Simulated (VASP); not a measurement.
Runs of VASP 6.6.1 on ZnSe. The structure is that of space group P6_3/mmc (No. 194), or close to it. The cells are those of the table. 

```tsv
level	cell	smearing	gap on the mesh (eV)	pressure (GPa)
PBE	a = 4.151, b = 4.151, c = 6.401 Å, angles 90.0, 90.0, 120.0°, 4 atoms	fermi-dirac 0.02 eV	(a)	1.2
r2SCAN	a = 4.151, b = 4.151, c = 6.401 Å, angles 90.0, 90.0, 120.0°, 4 atoms	gaussian 0.01 eV	1.08	(b)
r2SCAN	a = 4.075, b = 4.075, c = 6.061 Å, angles 90.0, 90.0, 120.0°, 4 atoms	gaussian 0.01 eV	0.98	4.2
PBE	a = 4.075, b = 4.075, c = 6.061 Å, angles 90.0, 90.0, 120.0°, 4 atoms	fermi-dirac 0.02 eV	0.47	6.4
```

Alike in all rows: task single point; potentials or basis VASP PAW PBE potentials, release 64 (Zn, Se); no spin polarisation; k mesh 12 × 12 × 4; cutoff (eV) 520.

Task: Fill in the values left out.

Result: (a) 0.56; (b) -0.9.

Caveats: semilocal functionals underestimate gaps, and a narrow one can read as zero (at least some runs); the PAW data sets were made with another functional, which shifts forces and pressure a little (at least some runs); the cell stands under pressure (at least some runs).

A k mesh can miss the band edges, and the runs leave out spin-orbit coupling on Se.
